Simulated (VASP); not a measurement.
# SiC (I-4m2) in VASP: further runs, part 2 of 2

VASP 6.6.1. The steps go on from the part before.

## Step 4: Single point, r2SCAN (strain -0.080 along x and y, +0.080 along z)

Input file POSCAR:

```
SiC
1.0
    0.0000000000      2.0000800000      2.3479200000
    2.0000800000      0.0000000000      2.3479200000
    2.0000800000      2.0000800000      0.0000000000
Si C
1 1
Direct
    0.0000000000      0.0000000000      0.0000000000
    0.7500000000      0.7500000000      0.7500000000
```

Input file INCAR.step1:

```
SYSTEM = SiC
PREC = Accurate
ENCUT = 520
ISMEAR = 0
SIGMA = 0.05
LREAL = .FALSE.
LASPH = .TRUE.
NELM = 60
NBANDS = 11
GGA = PE
ALGO = Normal
EDIFF = 1E-4
LWAVE = .TRUE.
LCHARG = .FALSE.
```

Input file INCAR.step2:

```
SYSTEM = SiC
PREC = Accurate
ENCUT = 520
EDIFF = 1E-6
ISMEAR = 0
SIGMA = 0.05
LREAL = .FALSE.
LASPH = .TRUE.
NELM = 60
ALGO = Normal
ISIF = 2
LWAVE = .FALSE.
LCHARG = .TRUE.
METAGGA = R2SCAN
LMIXTAU = .TRUE.
LELF = .TRUE.
LVHAR = .TRUE.
NBANDS = 11
ISTART = 1
```

Input file KPOINTS:

```
Automatic mesh
0
G
  12 12 12
  0 0 0
```

Potentials or basis: VASP PAW PBE potentials, release 64 (Si, C).

Run with:

```
$ cat potpaw_PBE.64/Si/POTCAR potpaw_PBE.64/C/POTCAR > POTCAR
$ cp INCAR.step1 INCAR
$ mpirun -np 1 vasp_std > vasp.out
$ cp INCAR.step2 INCAR
$ mpirun -np 1 vasp_std > vasp.out
```

OUTCAR:

```text
SYSTEM = SiC
   PREC = Accurate
   ENCUT = 520
   EDIFF = 1E-6
   ISMEAR = 0
   LREAL = .FALSE.
   LASPH = .TRUE.
   NELM = 60
   ISIF = 2
   METAGGA = R2SCAN
   ISTART = 1

 ion  position               nearest neighbor table
   1  0.000  0.000  0.000-   2 1.84   2 1.84   2 1.84   2 1.84
   2  0.750  0.750  0.750-   1 1.84   1 1.84   1 1.84   1 1.84

  LATTYP: Found a body centered tetragonal cell.
 ALAT       =     2.8285402618
 C/A-ratio  =     1.6601637471

  Lattice vectors:

 A1 = (  -2.0000800000,   0.0000000000,   2.3479200000)
 A2 = (   2.0000800000,   0.0000000000,   2.3479200000)
 A3 = (   0.0000000000,   2.0000800000,  -2.3479200000)

Analysis of symmetry for initial positions (statically):
=====================================================================
 Subroutine PRICEL returns:
 Original cell was already a primitive cell.

 Routine SETGRP: Setting up the symmetry group for a
 body centered tetragonal supercell.

 Subroutine GETGRP returns: Found  8 space group operations
 (whereof  8 operations were pure point group operations)
 out of a pool of 16 trial point group operations.

The static configuration has the point symmetry D_2d.

Analysis of symmetry for dynamics (positions and initial velocities):
[... 164 lines left out ...]
 Fermi energy:        10.0962241512

 k-point     1 :       0.0000    0.0000    0.0000
  band No.  band energies     occupation
      1      -7.8282      2.00000
      2       8.2043      2.00000
      3       9.7315      2.00000
      4       9.7315      2.00000
      5      16.7728      0.00000
      6      17.7570      0.00000
      7      17.7570      0.00000
      8      17.9436      0.00000
      9      21.9046      0.00000
     10      24.6939      0.00000
     11      27.8423      0.00000
[... 309 lines left out ...]
 k-point    24 :      -0.4167    0.1667    0.0000
  band No.  band energies     occupation
      1      -3.3861      2.00000
      2       0.2536      2.00000
      3       4.5748      2.00000
      4       8.8781      2.00000
      5      15.6771      0.00000
      6      17.7803      0.00000
      7      20.0885      0.00000
      8      21.9987      0.00000
      9      26.1602      0.00000
     10      27.0096      0.00000
     11      29.3473      0.00000

 [... further k-points ...]
[... 5 lines left out ...]
  --------------------------------------------------------------------------------------
  -------------------------------------------------------------------------------------
  Total        5.2901062      5.2901062     -2.2189604      0.0000000     -0.0000000     -0.0000000
  in kB      451.1977696    451.1977696   -189.2570701      0.0000000     -0.0000000     -0.0000000
  external PRESSURE =     237.7128230 kB  Pullay stress =       0.0000000 kB

 VOLUME and BASIS-vectors are now :
 -----------------------------------------------------------------------------
  energy-cutoff  :      520.00
  volume of cell :       18.78
      direct lattice vectors                 reciprocal lattice vectors
     0.000000000  2.000080000  2.347920000    -0.249990000  0.249990000  0.212954445
     2.000080000  0.000000000  2.347920000     0.249990000 -0.249990000  0.212954445
     2.000080000  2.000080000  0.000000000     0.249990000  0.249990000 -0.212954445

 POSITION                                       TOTAL-FORCE (eV/Angst)
 -----------------------------------------------------------------------------------
      0.00000      0.00000      0.00000         0.000000      0.000000     -0.000000
      3.00012      3.00012      3.52188         0.000000      0.000000      0.000000
 -----------------------------------------------------------------------------------
    total drift:                                0.000000      0.000000     -0.000002

  FREE ENERGIE OF THE ION-ELECTRON SYSTEM (eV)
  ---------------------------------------------------
  free  energy   TOTEN  =       -18.8254102826 eV

  energy  without entropy=      -18.8254102826  energy(sigma->0) =      -18.82541028
```

It took 89 s on 1 thread of Intel Xeon Platinum 8488C (Sapphire Rapids), shared host; peak memory 0.16 GiB.

Results:

- Free energy: -18.8254 eV
- Pressure: 23.8 GPa
- Band gap on the k mesh: 0.63 eV, indirect (least direct gap 4.49 eV)

Caveat: the cell differs from its parent crystal (strain -0.080 along x and y, +0.080 along z); the PAW data sets were made with another functional, which shifts forces and pressure a little. A k mesh can miss the band edges.

## Step 5: Single point, r2SCAN (strain +0.000 along x and y, -0.080 along z)

Input file POSCAR:

```
SiC
1.0
    0.0000000000      2.1740000000      2.0000800000
    2.1740000000      0.0000000000      2.0000800000
    2.1740000000      2.1740000000      0.0000000000
Si C
1 1
Direct
    0.0000000000      0.0000000000      0.0000000000
    0.7500000000      0.7500000000      0.7500000000
```

Input file INCAR.step1:

```
PREC = Accurate ; ENCUT = 520
ISMEAR = 0 ; SIGMA = 0.05
LREAL = False ; LASPH = True
NELM = 60 ; NBANDS = 11
GGA = PE ; ALGO = Normal
EDIFF = 1E-4 ; LWAVE = True
LCHARG = False
```

Input file INCAR.step2:

```
PREC = Accurate ; ENCUT = 520
EDIFF = 1E-7 ; ISMEAR = 0
SIGMA = 0.05 ; LREAL = False
LASPH = True ; NELM = 60
ALGO = Normal ; ISIF = 2
LWAVE = False ; LCHARG = True
METAGGA = R2SCAN ; LMIXTAU = True
LELF = True ; LVHAR = True
NBANDS = 11 ; ISTART = 1
```

Input file KPOINTS:

```
regular mesh
0
Gamma
  12 12 12
```

Potentials or basis: VASP PAW PBE potentials, release 64 (Si, C).

Run with:

```
$ cat potpaw_PBE.64/Si/POTCAR potpaw_PBE.64/C/POTCAR > POTCAR
$ cp INCAR.step1 INCAR
$ mpirun -np 1 vasp_std > vasp.out
$ cp INCAR.step2 INCAR
$ mpirun -np 1 vasp_std > vasp.out
```

OUTCAR:

```text
PREC = Accurate
   ENCUT = 520
   EDIFF = 1E-7
   ISMEAR = 0
   LREAL = False
   LASPH = True
   NELM = 60
   ISIF = 2
   METAGGA = R2SCAN
   ISTART = 1

 ion  position               nearest neighbor table
   1  0.000  0.000  0.000-   2 1.83   2 1.83   2 1.83   2 1.83
   2  0.750  0.750  0.750-   1 1.83   1 1.83   1 1.83   1 1.83

  LATTYP: Found a body centered tetragonal cell.
 ALAT       =     3.0745002846
 C/A-ratio  =     1.3010764774

  Lattice vectors:

 A1 = (   0.0000000000,  -2.1740000000,  -2.0000800000)
 A2 = (   0.0000000000,   2.1740000000,  -2.0000800000)
 A3 = (   2.1740000000,   0.0000000000,   2.0000800000)

Analysis of symmetry for initial positions (statically):
=====================================================================
 Subroutine PRICEL returns:
 Original cell was already a primitive cell.

 Routine SETGRP: Setting up the symmetry group for a
 body centered tetragonal supercell.

 Subroutine GETGRP returns: Found  8 space group operations
 (whereof  8 operations were pure point group operations)
 out of a pool of 16 trial point group operations.

The static configuration has the point symmetry D_2d.

Analysis of symmetry for dynamics (positions and initial velocities):
[... 164 lines left out ...]
 fundamental gap:      0.7920382811
 Fermi energy:         9.6770899266

 k-point     1 :       0.0000    0.0000    0.0000
  band No.  band energies     occupation
      1      -7.8825      2.00000
      2       8.8806      2.00000
      3       8.8806      2.00000
      4       9.4051      2.00000
      5      16.9940      0.00000
      6      17.4606      0.00000
      7      17.7004      0.00000
      8      17.7004      0.00000
      9      23.4275      0.00000
     10      25.7540      0.00000
     11      27.0539      0.00000
[... 309 lines left out ...]
 k-point    24 :      -0.4167    0.1667    0.0000
  band No.  band energies     occupation
      1      -3.5814      2.00000
      2       0.4474      2.00000
      3       6.3672      2.00000
      4       6.8044      2.00000
      5      14.4224      0.00000
      6      18.1593      0.00000
      7      18.3595      0.00000
      8      22.3633      0.00000
      9      25.0133      0.00000
     10      26.5413      0.00000
     11      30.4133      0.00000

 [... further k-points ...]
[... 5 lines left out ...]
  --------------------------------------------------------------------------------------
  -------------------------------------------------------------------------------------
  Total        1.9545437      1.9545437      4.2412697      0.0000000      0.0000000      0.0000000
  in kB      165.6378311    165.6378311    359.4264453      0.0000000      0.0000000      0.0000000
  external PRESSURE =     230.2340359 kB  Pullay stress =       0.0000000 kB

 VOLUME and BASIS-vectors are now :
 -----------------------------------------------------------------------------
  energy-cutoff  :      520.00
  volume of cell :       18.91
      direct lattice vectors                 reciprocal lattice vectors
     0.000000000  2.174000000  2.000080000    -0.229990800  0.229990800  0.249990000
     2.174000000  0.000000000  2.000080000     0.229990800 -0.229990800  0.249990000
     2.174000000  2.174000000  0.000000000     0.229990800  0.229990800 -0.249990000

 POSITION                                       TOTAL-FORCE (eV/Angst)
 -----------------------------------------------------------------------------------
      0.00000      0.00000      0.00000         0.000000      0.000000      0.000000
      3.26100      3.26100      3.00012        -0.000000     -0.000000     -0.000000
 -----------------------------------------------------------------------------------
    total drift:                               -0.000001     -0.000001      0.000002

  FREE ENERGIE OF THE ION-ELECTRON SYSTEM (eV)
  ---------------------------------------------------
  free  energy   TOTEN  =       -19.1379709039 eV

  energy  without entropy=      -19.1379709039  energy(sigma->0) =      -19.13797090
```

Run time: 92 s. Hardware: 1 thread of Intel Xeon Platinum 8488C (Sapphire Rapids), shared host; peak memory 0.16 GiB.

Results:

| Property | Result |
| --- | --- |
| Free energy | -19.1380 eV |
| Pressure | 23.0 GPa |
| Band gap on the k mesh | 0.79 eV, indirect (least direct gap 5.08 eV) |

Stress tensor (GPa, compression positive):
```
16.56  0.00  0.00
 0.00 16.56  0.00
 0.00  0.00 35.94
```

Caveat: the cell differs from its parent crystal (strain +0.000 along x and y, -0.080 along z); the PAW data sets were made with another functional, which shifts forces and pressure a little. A k mesh can miss the band edges.

## Step 6: Single point, r2SCAN (strain +0.040 along x and y, -0.080 along z)

Input file POSCAR:

```
SiC
1.0
    0.0000000000      2.2609600000      2.0000800000
    2.2609600000      0.0000000000      2.0000800000
    2.2609600000      2.2609600000      0.0000000000
Si C
1 1
Direct
    0.0000000000      0.0000000000      0.0000000000
    0.7500000000      0.7500000000      0.7500000000
```

Input file INCAR.step1:

```
SYSTEM = SiC
PREC = Accurate ; ENCUT = 520
ISMEAR = 0 ; SIGMA = 0.05
LREAL = .False. ; LASPH = .True.
NELM = 100 ; NBANDS = 11
GGA = PE ; ALGO = Normal
EDIFF = 1E-4 ; LWAVE = .True.
LCHARG = .False.
```

Input file INCAR.step2:

```
SYSTEM = SiC
PREC = Accurate ; ENCUT = 520
EDIFF = 1E-6 ; ISMEAR = 0
SIGMA = 0.05 ; LREAL = .False.
LASPH = .True. ; NELM = 100
ALGO = Normal ; ISIF = 2
LWAVE = .False. ; LCHARG = .False.
METAGGA = R2SCAN ; LMIXTAU = .True.
NBANDS = 11 ; ISTART = 1
```

Input file KPOINTS:

```
regular mesh
0
Gamma
  12 12 12
  0 0 0
```

Potentials or basis: VASP PAW PBE potentials, release 64 (Si, C).

Run with:

```
$ cat potpaw_PBE.64/Si/POTCAR potpaw_PBE.64/C/POTCAR > POTCAR
$ cp INCAR.step1 INCAR
$ mpirun -np 1 vasp_std > vasp.out
$ cp INCAR.step2 INCAR
$ mpirun -np 1 vasp_std > vasp.out
```

It took 76 s on 1 thread of Intel Xeon Platinum 8488C (Sapphire Rapids), shared host; peak memory 0.16 GiB.

The run converged. Its results:

* Free energy: -19.1736 eV
* Pressure: 1.1 GPa
* Band gap on the k mesh: 0.56 eV, indirect (least direct gap 4.97 eV)

Stress tensor (GPa, compression positive):
```
-7.87  0.00  0.00
 0.00 -7.87  0.00
 0.00  0.00 18.90
```

Levels at points of the mesh, in eV from the valence-band top:
```
           k point  band 2  band 3  band 4  band 5  band 6  band 7
(0.00, 0.00, 0.00)   -0.72   -0.72    0.00    6.40    7.22    7.62
(0.50, 0.00, 0.00)   -9.38   -2.32   -0.95    4.78    6.37    9.10
(0.50, 0.50, 0.00)   -7.52   -4.74   -4.74    0.56    2.87   14.35
(0.50, 0.00, 0.50)   -9.11   -3.40   -3.26    1.71    5.13   12.87
```

Caveat: the cell differs from its parent crystal (strain +0.040 along x and y, -0.080 along z); the PAW data sets were made with another functional, which shifts forces and pressure a little.

## Step 7: Overview

```csv
cell,gap on the mesh (eV),pressure (GPa)
"a = 3.141, b = 3.141, c = 3.320 Å, angles 58.1, 58.1, 63.8°, 2 atoms",0.74,-20.5
"a = 3.019, b = 3.019, c = 2.829 Å, angles 62.1, 62.1, 55.9°, 2 atoms",0.84,37.3
"a = 3.084, b = 3.084, c = 2.829 Å, angles 62.7, 62.7, 54.6°, 2 atoms",0.63,23.8
"a = 2.954, b = 2.954, c = 3.075 Å, angles 58.6, 58.6, 62.7°, 2 atoms",0.79,23.0
"a = 3.019, b = 3.019, c = 3.197 Å, angles 58.0, 58.0, 64.0°, 2 atoms",0.56,1.1
```

Alike in all rows: task single point; level r2SCAN; potentials or basis VASP PAW PBE potentials, release 64 (Si, C); no spin polarisation; k mesh 12 × 12 × 12; cutoff (eV) 520; smearing gaussian 0.05 eV.

Caveats: the PAW data sets were made with another functional, which shifts forces and pressure a little.

Total energies depend on the potentials used, so only differences within one code and one set of settings carry meaning.
